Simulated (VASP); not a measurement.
# C (a cell with a defect) in VASP: a series of runs, part 2 of 2

VASP 6.6.1. The steps go on from the part before.

## (5) Single point, PBEsol

The input, INCAR:

```
  ALGO = Normal
  EDIFF = 1E-7
  ENCUT = 520
  GGA = PS
  ISIF = 2
  ISMEAR = 0
  LASPH = T
  LCHARG = T
  LELF = T
  LREAL = Auto
  LVHAR = T
  LWAVE = F
  NBANDS = 43
  NELM = 80
  PREC = Accurate
  SIGMA = 0.05
```

The input, KPOINTS:

```
k-points
0
Gamma
  6 6 6
```

The input, POSCAR:

```
C
1.0
    0.0000000000      3.5537981836     -3.5537981836
   -3.5537981836      0.0000000000     -3.5537981836
   -3.5537981836      3.5537981836      0.0000000000
C
15
Direct
    0.2500000000      0.7500000000      0.2500000000
    0.7500000000      0.2500000000      0.2500000000
    0.2500000000      0.2500000000      0.2500000000
    0.7500000000      0.7500000000      0.7500000000
    0.2500000000      0.7500000000      0.7500000000
    0.7500000000      0.2500000000      0.7500000000
    0.2500000000      0.2500000000      0.7500000000
    0.8750000000      0.3750000000      0.3750000000
    0.3750000000      0.3750000000      0.3750000000
    0.9397886275      0.9397886275      0.1985477450
    0.3750000000      0.8750000000      0.3750000000
    0.8750000000      0.3750000000      0.8750000000
    0.3750000000      0.3750000000      0.8750000000
    0.8750000000      0.8750000000      0.8750000000
    0.3750000000      0.8750000000      0.8750000000
```

Potentials or basis: VASP PAW PBE potentials, release 64 (C).

Started as:

```bash
$ cat potpaw_PBE.64/C/POTCAR > POTCAR
$ mpirun -np 1 vasp_std > vasp.out
```

OUTCAR:

```text
EDIFF = 1E-7
   ENCUT = 520
   GGA = PS
   ISIF = 2
   ISMEAR = 0
   LASPH = T
   LREAL = Auto
   NELM = 80
   PREC = Accurate

 ion  position               nearest neighbor table
   1  0.250  0.750  0.250-  10 1.44  11 1.54   9 1.54  15 1.54
   2  0.750  0.250  0.250-  10 1.44   8 1.54   9 1.54  12 1.54
   3  0.250  0.250  0.250-   9 1.54   8 1.54  11 1.54  13 1.54
   4  0.750  0.750  0.750-  14 1.54  12 1.54  15 1.54
   5  0.250  0.750  0.750-  15 1.54  13 1.54  14 1.54  11 1.54
   6  0.750  0.250  0.750-  12 1.54   8 1.54  13 1.54  14 1.54
   7  0.250  0.250  0.750-  13 1.54  12 1.54   9 1.54  15 1.54
   8  0.875  0.375  0.375-   2 1.54   3 1.54   6 1.54
   9  0.375  0.375  0.375-   3 1.54   2 1.54   1 1.54   7 1.54
  10  0.940  0.940  0.199-   1 1.44   2 1.44  12 1.95  15 1.95  14 2.01
  11  0.375  0.875  0.375-   1 1.54   3 1.54   5 1.54
  12  0.875  0.375  0.875-   6 1.54   4 1.54   2 1.54   7 1.54  10 1.95
  13  0.375  0.375  0.875-   7 1.54   5 1.54   6 1.54   3 1.54
  14  0.875  0.875  0.875-   4 1.54   5 1.54   6 1.54  10 2.01
  15  0.375  0.875  0.875-   5 1.54   4 1.54   1 1.54   7 1.54  10 1.95

  LATTYP: Found a face centered cubic cell.
 ALAT       =     7.1075963672

  Lattice vectors:

 A1 = (   0.0000000000,   3.5537981836,  -3.5537981836)
 A2 = (  -3.5537981836,   0.0000000000,  -3.5537981836)
 A3 = (  -3.5537981836,   3.5537981836,   0.0000000000)

Analysis of symmetry for initial positions (statically):
=====================================================================
 Subroutine PRICEL returns:
 Original cell was already a primitive cell.

 Routine SETGRP: Setting up the symmetry group for a
 face centered cubic supercell.

 Subroutine GETGRP returns: Found  2 space group operations
 (whereof  2 operations were pure point group operations)
 out of a pool of 48 trial point group operations.

The static configuration has the point symmetry C_1h.

Analysis of symmetry for dynamics (positions and initial velocities):
=====================================================================
 Subroutine PRICEL returns:
 Original cell was already a primitive cell.

 Routine SETGRP: Setting up the symmetry group for a
 face centered cubic supercell.

 Subroutine GETGRP returns: Found  2 space group operations
 (whereof  2 operations were pure point group operations)
 out of a pool of 48 trial point group operations.

The dynamic configuration has the point symmetry C_1h.

 Subroutine INISYM returns: Found  2 space group operations
 (whereof  2 operations are pure point group operations),
 and found     1 'primitive' translations

----------------------------------------------------------------------------------------

                                     Primitive cell

  volume of cell :      89.7653

  direct lattice vectors                    reciprocal lattice vectors
     0.000000000  3.553798184 -3.553798184     0.140694540  0.140694540 -0.140694540
    -3.553798184  0.000000000 -3.553798184    -0.140694540 -0.140694540 -0.140694540
    -3.553798184  3.553798184  0.000000000    -0.140694540  0.140694540  0.140694540

  length of vectors
     5.025829589  5.025829589  5.025829589     0.243690091  0.243690091  0.243690091

  position of ions in fractional coordinates (direct lattice)
     0.250000000  0.750000000  0.250000000
[... 96 lines left out ...]
   ISTART =      0    job   : 0-new  1-cont  2-samecut
   ICHARG =      2    charge: 1-file 2-atom 10-const
   ISPIN  =      1    spin polarized calculation?
   LNONCOLLINEAR =      F non collinear calculations
   LSORBIT =      F    spin-orbit coupling
   LASPH  =      T    aspherical Exc in radial PAW
   ENCUT  =  520.0 eV  38.22 Ry    6.18 a.u.   9.34  9.34  9.34*2*pi/ulx,y,z
   NELM   =     80;   NELMIN=  2; NELMDL= -5     # of ELM steps
   EDIFF  = 0.1E-06   stopping-criterion for ELM
   LREAL  =      T    real-space projection
   EDIFFG = 0.1E-05   stopping-criterion for IOM
   NSW    =      0    number of steps for IOM
   IBRION =     -1    ionic relax: 0-MD 1-quasi-New 2-CG
   NFREE  =      0    steps in history (QN), initial steepest desc. (CG)
   ISIF   =      2    stress and relaxation
   ISYM   =      2    0-nonsym 1-usesym 2-fastsym
   POTIM  = 0.5000    time-step for ionic-motion
   TEBEG  =    0.0;   TEEND  =   0.0 temperature during run
   PSTRESS=    0.0 pullay stress
   NELECT =      60.0000    total number of electrons
   NUPDOWN=      -1.0000    fix difference up-down
   EMIN   =  10.00;   EMAX   =-10.00  energy-range for DOS
   EFERMI =   0.00;   METHOD = LEGACY
   ISMEAR =     0;   SIGMA  =   0.05  broadening in eV -4-tet -1-fermi 0-gaus
   EFERMI_NEDOS =   21; number of points for ismear=-14 and -15
   IALGO  =     38    algorithm
   IMIX   =      4    mixing-type and parameters
     AMIX     =   0.40;   BMIX     =  1.00
     AMIX_MAG =   1.60;   BMIX_MAG =  1.00
  volume/ion in A,a.u.               =       5.98        40.38
  Fermi-wavevector in a.u.,A,eV,Ry     =   1.431383  2.704921 27.876392  2.048857
  Thomas-Fermi vector in A             =   2.551125
   LORBIT       =      0    0 simple, 1 ext, 2 COOP (PROOUT), +10 PAW based schemes
   GGA     = PS    functional components
   LHFCALC =     F    Hartree Fock is set to
   AEXX    =    0.0000 exact exchange contribution
   IVDW    =     0    specifies the selected vdW correction
   LEPSILON=     F    determine dielectric tensor
   LRPA    =     F    only Hartree local field effects (RPA)
 non-spin polarized calculation
 Gauss-broadening in eV      SIGMA  =   0.05
  energy-cutoff  :      520.00
  volume of cell :       89.77
 maximum number of plane-waves:      2450
 NGX is ok and might be reduce to    40
   NGX = 19   NGY = 19   NGZ = 19

 number of electron      59.9999993 magnetization

 Free energy of the ion-electron system (eV)
  ---------------------------------------------------
  ext. energy  EPLUGINS =         0.00000000
  ---------------------------------------------------
  free energy    TOTEN  =      -133.79369465 eV

  energy without entropy =     -133.78974474  energy(sigma->0) =     -133.79171969

 E-fermi :   9.5608     XC(G=0): -13.1724

 val. band max:        9.5548930237   @ k =   0.5000   0.1667  -0.3333
 cond. band min:       9.5611217229   @ k =   0.0000  -0.3333   0.3333
 fundamental gap:      0.0062286992
 Fermi energy:         9.5607570099

 k-point     1 :       0.0000    0.0000    0.0000
  band No.  band energies     occupation
      1     -12.5509      2.00000
      2      -7.3780      2.00000
      3      -7.3544      2.00000
      4      -6.7089      2.00000
      5      -5.8740      2.00000
      6      -5.1136      2.00000
[... 1069 lines left out ...]
     41      17.9253      0.00000
     42      18.4679      0.00000

 [... further k-points ...]

 [bands above 42 left out]

------------------------ aborting loop because EDIFF is reached ----------------------------------------

  FORCE on cell =-STRESS in cart. coord.  units (eV):
  Direction    XX          YY          ZZ          XY          YZ          ZX
  --------------------------------------------------------------------------------------
  -------------------------------------------------------------------------------------
  Total       -3.2516719     -3.2516719      9.4218894      2.5182786      5.6543354     -5.6543344
  in kB      -58.0375426    -58.0375426    168.1668170     44.9475559    100.9215409   -100.9215219
  external PRESSURE =      17.3639106 kB  Pullay stress =       0.0000000 kB

 VOLUME and BASIS-vectors are now :
 -----------------------------------------------------------------------------
  energy-cutoff  :      520.00
  volume of cell :       89.77
      direct lattice vectors                 reciprocal lattice vectors
     0.000000000  3.553798184 -3.553798184     0.140694540  0.140694540 -0.140694540
    -3.553798184  0.000000000 -3.553798184    -0.140694540 -0.140694540 -0.140694540
    -3.553798184  3.553798184  0.000000000    -0.140694540  0.140694540  0.140694540

 POSITION                                       TOTAL-FORCE (eV/Angst)
 -----------------------------------------------------------------------------------
     -3.55380      1.77690     -3.55380         1.250543      0.726571     -1.976526
     -1.77690      3.55380     -3.55380        -0.726571     -1.250543     -1.976526
     -1.77690      1.77690     -1.77690         0.016608     -0.016608     -0.938946
     -5.33070      5.33070     -5.33070        -1.876484      1.876484      1.303398
     -5.33070      3.55380     -3.55380         1.118692      0.033866     -0.685267
     -3.55380      5.33070     -3.55380        -0.033866     -1.118692     -0.685267
     -3.55380      3.55380     -1.77690         0.047066     -0.047066     -0.619824
     -2.66535      4.44225     -4.44225         1.335008      1.242558      2.615485
     -2.66535      2.66535     -2.66535         0.298030     -0.298030      0.754570
     -4.04542      4.04542     -6.67964        -3.733732      3.733732      6.936310
     -4.44225      2.66535     -4.44225        -1.242558     -1.335008      2.615485
     -4.44225      6.21915     -4.44225        -0.153859     -2.858293     -2.472070
     -4.44225      4.44225     -2.66535        -0.135392      0.135392      0.046145
     -6.21915      6.21915     -6.21915         0.978223     -0.978223     -2.444896
     -6.21915      4.44225     -4.44225         2.858293      0.153859     -2.472070
 -----------------------------------------------------------------------------------
    total drift:                                0.000004     -0.000004      0.001264

  FREE ENERGIE OF THE ION-ELECTRON SYSTEM (eV)
  ---------------------------------------------------
  free  energy   TOTEN  =      -133.7936946490 eV

  energy  without entropy=     -133.7897447382  energy(sigma->0) =     -133.79171969
```

Run time: 8.6 min. Hardware: 1 thread of AMD EPYC 7R43 (Zen 3), shared host; peak memory 0.28 GiB.

Results:

| Item | Value |
| --- | --- |
| Free energy | -133.7937 eV |
| Pressure | 1.7 GPa |
| Largest force | 8.717 eV/Å |
| Band gap on the k mesh | zero (bands 30 and 31 overlap by 0.80 eV) |

Forces on the atoms (eV/Å):
```
C    1.251  0.727 -1.977
C   -0.727 -1.251 -1.977
C    0.017 -0.017 -0.939
C   -1.876  1.876  1.303
C    1.119  0.034 -0.685
C   -0.034 -1.119 -0.685
C    0.047 -0.047 -0.620
C    1.335  1.243  2.615
C    0.298 -0.298  0.755
C   -3.734  3.734  6.936
C   -1.243 -1.335  2.615
C   -0.154 -2.858 -2.472
C   -0.135  0.135  0.046
C    0.978 -0.978 -2.445
C    2.858  0.154 -2.472
```

Levels at points of the mesh, in eV from the Fermi level:
```csv
k point,band 28,band 29,band 30,band 31,band 32,band 33
"(0.00, 0.00, 0.00)",-1.68,-0.45,0.01,1.03,1.95,3.32
"(0.50, 0.00, 0.00)",-2.45,-2.04,-1.36,0.52,1.56,2.86
"(0.00, 0.00, 0.50)",-2.39,-2.22,-2.20,1.45,1.53,2.77
"(0.50, 0.50, 0.50)",-2.81,-1.43,0.25,0.58,1.68,2.90
"(0.50, 0.50, 0.00)",-3.12,-2.65,-2.15,0.81,1.52,2.79
"(0.00, 0.50, 0.50)",-3.30,-1.30,-0.73,-0.42,1.49,2.67
```

Caveat: the cell differs from its parent crystal (atoms taken out, atom 10 moved 0.125 of the way to it and -0.700 Å across, host rigid); the PAW data sets were made with another functional, which shifts forces and pressure a little.

## (6) Single point, PBEsol

The input, INCAR:

```
SYSTEM = C
PREC = Accurate
ENCUT = 520
EDIFF = 1E-7
ISMEAR = 0
SIGMA = 0.05
LREAL = Auto
LASPH = .TRUE.
NELM = 100
ALGO = Normal
ISIF = 2
LWAVE = .FALSE.
LCHARG = .FALSE.
GGA = PS
NBANDS = 43
```

The input, KPOINTS:

```
regular mesh
0
G
  6 6 6
  0 0 0
```

POSCAR, as its differences from that of step 5:

```diff
@@ -17,3 +17,3 @@
     0.3750000000      0.3750000000      0.3750000000
-    0.9397886275      0.9397886275      0.1985477450
+    0.9710386275      0.9710386275      0.2297977450
     0.3750000000      0.8750000000      0.3750000000
```

Potentials or basis: VASP PAW PBE potentials, release 64 (C).

Started as:

```bash
$ cat potpaw_PBE.64/C/POTCAR > POTCAR
$ mpirun -np 1 vasp_std > vasp.out
```

It took 8.4 min on 1 thread of AMD EPYC 7R43 (Zen 3), shared host; peak memory 0.27 GiB.

Results (log left out):

```
Free energy            : -132.8617 eV
Pressure               : 11.6 GPa
Largest force          : 10.909 eV/Å
Band gap on the k mesh : zero (bands 30 and 31 overlap by 0.74 eV)
```

Forces in eV/Å, atoms in the order of the input:
```
C    3.367  4.533 -3.649
C   -4.533 -3.367 -3.649
C    0.058 -0.058 -0.749
C   -2.193  2.193  0.385
C    0.264  0.244  0.038
C   -0.244 -0.264  0.038
C    0.152 -0.152 -0.658
C    0.049  1.085  1.169
C    0.203 -0.203  1.517
C   -1.437  1.437 10.718
C   -1.085 -0.049  1.169
C    0.159 -3.272 -2.546
C   -0.110  0.110 -0.107
C    2.078 -2.078 -1.130
C    3.272 -0.159 -2.546
```

Stress tensor (GPa, compression positive):
```
 9.37  8.22 -4.16
 8.22  9.37  4.16
-4.16  4.16 15.95
```

Levels at points of the mesh, in eV from the Fermi level:
```tsv
k point	band 27	band 28	band 29	band 30	band 31	band 32	band 33	band 34
(0.00, 0.00, 0.00)	-2.35	-2.18	-0.84	0.01	0.55	1.67	2.99	4.10
(0.50, 0.00, 0.00)	-3.20	-2.93	-2.20	-2.02	0.58	1.49	2.33	4.85
(0.00, 0.00, 0.50)	-3.34	-2.64	-2.57	-1.68	0.94	1.07	2.91	5.08
(0.50, 0.50, 0.50)	-4.14	-3.82	-1.44	-0.04	0.17	1.55	2.42	5.02
(0.50, 0.50, 0.00)	-4.39	-4.21	-2.78	-2.03	0.69	1.01	2.54	3.93
(0.00, 0.50, 0.50)	-4.08	-3.12	-1.76	-1.22	-0.25	1.36	2.12	4.29
```

Caveat: the cell differs from its parent crystal (atoms taken out, atom 10 moved -0.125 of the way to it and -0.700 Å across, host rigid); the PAW data sets were made with another functional, which shifts forces and pressure a little.

## (7) The runs side by side

```tsv
potentials or basis	cell	cutoff (eV)	gap on the mesh (eV)	pressure (GPa)	largest force (eV/Å)
VASP PAW PBE potentials, release 64 (C_h)	as given, atomic positions A	1000	none	-11.7	4.02
VASP PAW PBE potentials, release 64 (C)	as given, atomic positions B	520	none	9.5	29.55
VASP PAW PBE potentials, release 64 (C)	as given, atomic positions C	520	none	2.9	10.36
VASP PAW PBE potentials, release 64 (C)	as given, atomic positions D	520	none	1.7	8.72
VASP PAW PBE potentials, release 64 (C)	as given, atomic positions E	520	none	11.6	10.91
```

Alike in all rows: task single point; level PBEsol; no spin polarisation; k mesh 6 × 6 × 6; smearing gaussian 0.05 eV.

Caveats: the PAW data sets were made with another functional, which shifts forces and pressure a little.

Absolute energies hang on the potentials; compare differences alone.

The gap in the log of VASP goes by the Fermi energy; the results here count the filled bands.